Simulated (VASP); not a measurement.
# Cr (P6_3/mmc) in VASP: further runs, part 2 of 2

VASP 6.6.1.

## (3) Single point, PBE, collinear spin, ferromagnetic start

The input, INCAR:

```
  ALGO = Normal
  EDIFF = 1E-6
  ENCUT = 520
  GGA = PE
  ISIF = 2
  ISMEAR = 0
  ISPIN = 2
  LASPH = True
  LCHARG = False
  LMAXMIX = 4
  LORBIT = 11
  LREAL = False
  LWAVE = False
  MAGMOM = 3 3
  NBANDS = 23
  NELM = 150
  PREC = Accurate
  SIGMA = 0.022
```

The input, KPOINTS:

```
k-points
0
Gamma
  11 11 6
```

The input, POSCAR:

```
Cr
1.0
    2.7140000000      0.0000000000      0.0000000000
   -1.3570000000      2.3503929459      0.0000000000
    0.0000000000      0.0000000000      4.4100000000
Cr
2
Direct
    0.6666666667      0.3333333333      0.7500000000
    0.3333333333      0.6666666667      0.2500000000
```

Potentials or basis: VASP PAW PBE potentials, release 64 (Cr_pv).

Run with:

```
$ cat potpaw_PBE.64/Cr_pv/POTCAR > POTCAR
$ mpirun -np 1 vasp_std > vasp.out
```

OUTCAR:

```text
EDIFF = 1E-6
   ENCUT = 520
   GGA = PE
   ISIF = 2
   ISMEAR = 0
   ISPIN = 2
   LASPH = True
   LORBIT = 11
   LREAL = False
   NELM = 150
   PREC = Accurate

 ion  position               nearest neighbor table
   1  0.667  0.333  0.750-   2 2.71   2 2.71   2 2.71   2 2.71   2 2.71   2 2.71
   2  0.333  0.667  0.250-   1 2.71   1 2.71   1 2.71   1 2.71   1 2.71   1 2.71

  LATTYP: Found a hexagonal cell.
 ALAT       =     2.7140000000
 C/A-ratio  =     1.6249078850

  Lattice vectors:

 A1 = (   2.7140000000,   0.0000000000,   0.0000000000)
 A2 = (  -1.3570000000,   2.3503929459,   0.0000000000)
 A3 = (   0.0000000000,   0.0000000000,   4.4100000000)

Analysis of symmetry for initial positions (statically):
=====================================================================
 Subroutine PRICEL returns:
 Original cell was already a primitive cell.

 Routine SETGRP: Setting up the symmetry group for a
 hexagonal supercell.

 Subroutine GETGRP returns: Found 24 space group operations
 (whereof 12 operations were pure point group operations)
 out of a pool of 24 trial point group operations.

The static configuration has the point symmetry D_3d.
 The point group associated with its full space group is D_6h.

Analysis of symmetry for dynamics (positions and initial velocities):
=====================================================================
 Subroutine PRICEL returns:
 Original cell was already a primitive cell.

 Routine SETGRP: Setting up the symmetry group for a
 hexagonal supercell.

 Subroutine GETGRP returns: Found 24 space group operations
 (whereof 12 operations were pure point group operations)
 out of a pool of 24 trial point group operations.

The dynamic configuration has the point symmetry D_3d.
 The point group associated with its full space group is D_6h.

Analysis of structural, dynamic, and magnetic symmetry:
=====================================================================
 Subroutine PRICEL returns:
 Original cell was already a primitive cell.

[... 145 lines left out ...]

 number of electron      24.0000005 magnetization       2.0365899

 Free energy of the ion-electron system (eV)
  ---------------------------------------------------
  ext. energy  EPLUGINS =         0.00000000
  ---------------------------------------------------
  free energy    TOTEN  =       -17.70440321 eV

  energy without entropy =      -17.70338659  energy(sigma->0) =      -17.70389490

 E-fermi :   8.3284     XC(G=0): -12.5397

 val. band max:        8.3252349695   @ k =   0.3636   0.1818   0.0000
 cond. band min:       8.3300882103   @ k =   0.2727   0.2727   0.0000
 fundamental gap:      0.0048532409
 Fermi energy:         8.3284067551

 spin component 1

 k-point     1 :       0.0000    0.0000    0.0000
  band No.  band energies     occupation
      1     -35.1939      1.00000
      2     -34.8646      1.00000
      3     -34.8646      1.00000
      4     -34.7986      1.00000
      5     -34.7986      1.00000
      6     -34.7105      1.00000
[... 613 lines left out ...]
     22      21.2339      0.00000
     23      23.1253      0.00000

 [... further k-points ...]

 spin component 2

 k-point     1 :       0.0000    0.0000    0.0000
  band No.  band energies     occupation
      1     -34.3143      1.00000
      2     -33.8797      1.00000
      3     -33.8797      1.00000
      4     -33.8190      1.00000
      5     -33.8125      1.00000
      6     -33.8125      1.00000
[... 613 lines left out ...]
     22      21.7285      0.00000
     23      23.6085      0.00000

 [... further k-points ...]
[... 5 lines left out ...]
  --------------------------------------------------------------------------------------
  -------------------------------------------------------------------------------------
  Total       -4.5695314     -4.5695314     -4.2340124      0.0000000      0.0000000     -0.0000000
  in kB     -260.2515601   -260.2515601   -241.1425229      0.0000000      0.0000000     -0.0000000
  external PRESSURE =    -253.8818810 kB  Pullay stress =       0.0000000 kB

 VOLUME and BASIS-vectors are now :
 -----------------------------------------------------------------------------
  energy-cutoff  :      520.00
  volume of cell :       28.13
      direct lattice vectors                 reciprocal lattice vectors
     2.714000000  0.000000000  0.000000000     0.368459838  0.212730387  0.000000000
    -1.357000000  2.350392946  0.000000000     0.000000000  0.425460773  0.000000000
     0.000000000  0.000000000  4.410000000     0.000000000  0.000000000  0.226757370

 POSITION                                       TOTAL-FORCE (eV/Angst)
 -----------------------------------------------------------------------------------
      1.35700      0.78346      3.30750         0.000000     -0.000000      0.000000
     -0.00000      1.56693      1.10250        -0.000000      0.000000      0.000000
 -----------------------------------------------------------------------------------
    total drift:                               -0.000000      0.000000     -0.000000

  FREE ENERGIE OF THE ION-ELECTRON SYSTEM (eV)
  ---------------------------------------------------
  free  energy   TOTEN  =       -17.7044032143 eV

  energy  without entropy=      -17.7033865906  energy(sigma->0) =      -17.70389490

 total charge

# of ion       s       p       d       tot
------------------------------------------
    1        0.382   6.278   4.057  10.717
    2        0.382   6.278   4.057  10.717
--------------------------------------------------
tot          0.765  12.556   8.114  21.434

 magnetization (x)

# of ion       s       p       d       tot
------------------------------------------
    1        0.002   0.025   0.909   0.936
    2        0.002   0.025   0.909   0.936
--------------------------------------------------
tot          0.004   0.049   1.819   1.872
```

OSZICAR:

```text
N       E                     dE             d eps       ncg     rms          rms(c)
DAV:   1     0.242696531866E+03    0.24270E+03   -0.13624E+04  5896   0.124E+03
DAV:   2    -0.119911438105E+02   -0.25469E+03   -0.24601E+03  5993   0.372E+02
[... 25 lines left out ...]
DAV:  28    -0.177042171227E+02   -0.30816E-03   -0.12541E-04  6527   0.561E-02    0.133E-01
DAV:  29    -0.177043463164E+02   -0.12919E-03   -0.42273E-05  6631   0.306E-02    0.114E-01
DAV:  30    -0.177044014683E+02   -0.55152E-04   -0.95798E-06  6301   0.140E-02    0.109E-01
DAV:  31    -0.177044047552E+02   -0.32869E-05   -0.16408E-07  3063   0.304E-03    0.108E-01
DAV:  32    -0.177044035758E+02    0.11793E-05   -0.10776E-08  3035   0.980E-04    0.109E-01
DAV:  33    -0.177044032143E+02    0.36152E-06   -0.10704E-09  3007   0.343E-04
   1 F= -.17704403E+02 E0= -.17703895E+02  d E =-.101662E-02  mag=     2.0286
```

stdout:

```text
POSCAR found type information on POSCAR Cr
 POSCAR found :  1 types and       2 ions
 scaLAPACK will be used
 LDA part: xc-table for (Slater+PW92), standard interpolation
 POSCAR, INCAR and KPOINTS ok, starting setup
 FFT: planning ... GRIDC
 FFT: planning ... GRID_SOFT
 FFT: planning ... GRID
 WAVECAR not read
 entering main loop
```

Wall time 4.8 min (1 thread of AMD EPYC 7R13, shared host); peak memory 0.19 GiB.

What came out:

```
Free energy                                           : -17.7044 eV
Pressure                                              : -25.4 GPa
Band gap on the k mesh                                : zero (filled and empty bands overlap)
Net moment                                            : 2.04 μB per cell
Site moments                                          : Cr +0.94 μB
Valence electrons inside the program's atomic spheres : Cr 10.72
```

Caveat: the cell stands under tension; an empty level that is flat over the whole mesh can mark a ghost state of the potentials, or a narrow d or f band.

## (4) Single point, PBE, collinear spin, ferromagnetic start

The input, INCAR:

```
ALGO = Normal ; EDIFF = 1E-6
ENCUT = 520 ; GGA = PE
ISIF = 2 ; ISMEAR = 0
ISPIN = 2 ; LASPH = T
LCHARG = F ; LMAXMIX = 4
LORBIT = 11 ; LREAL = F
LWAVE = F ; MAGMOM = 3 3
NBANDS = 23 ; NELM = 150
PREC = Accurate ; SIGMA = 0.024
```

KPOINTS is that of step 3.

POSCAR is that of step 3.

Run with:

```
$ cat potpaw_PBE.64/Cr_pv/POTCAR > POTCAR
$ mpirun -np 1 vasp_std > vasp.out
```

Run time: 4.9 min. Hardware: 1 thread of AMD EPYC 7R13, shared host; peak memory 0.19 GiB.

The run converged. Its results:

- Free energy: -17.7046 eV
- Pressure: -25.6 GPa
- Band gap on the k mesh: zero (filled and empty bands overlap)
- Net moment: 2.03 μB per cell
- Site moments: Cr +0.93 μB
- Valence electrons inside the program's atomic spheres: Cr 10.72

Stress tensor (GPa, compression positive):
```
-26.27   0.00   0.00
  0.00 -26.27   0.00
  0.00   0.00 -24.27
```

Levels at points of the mesh, in eV from the Fermi level:
Spin up:
| k point | band 11 | band 12 | band 13 | band 14 | band 15 | band 16 |
| --- | --- | --- | --- | --- | --- | --- |
| (0.00, 0.00, 0.00) | -0.68 | -0.38 | -0.38 | 0.06 | 0.06 | 0.36 |
| (0.00, 0.00, 0.50) | -0.81 | -0.81 | -0.81 | -0.81 | 0.95 | 0.95 |
Spin down:
```csv
k point,band 9,band 10,band 11,band 12,band 13,band 14
"(0.00, 0.00, 0.00)",0.01,0.12,0.12,0.50,0.50,0.65
"(0.00, 0.00, 0.50)",-0.57,-0.57,0.07,0.07,0.07,0.07
```

Caveat: the cell stands under tension; an empty level that is flat over the whole mesh can mark a ghost state of the potentials, or a narrow d or f band.

## (5) Summary

| smearing | gap on the mesh (eV) | pressure (GPa) | moment (μB) |
| --- | --- | --- | --- |
| gaussian 0.021 eV | none | -25.7 | 1.75 |
| gaussian 0.022 eV | none | -25.4 | 2.04 |
| gaussian 0.024 eV | none | -25.6 | 2.03 |

Alike in all rows: task single point; level PBE; potentials or basis VASP PAW PBE potentials, release 64 (Cr_pv); spin collinear, ferromagnetic start; cell as given; k mesh 11 × 11 × 6; cutoff (eV) 520.

Caveats: the cell stands under tension; an empty level that is flat over the whole mesh can mark a ghost state of the potentials, or a narrow d or f band.

Absolute energies hang on the potentials; compare differences alone.
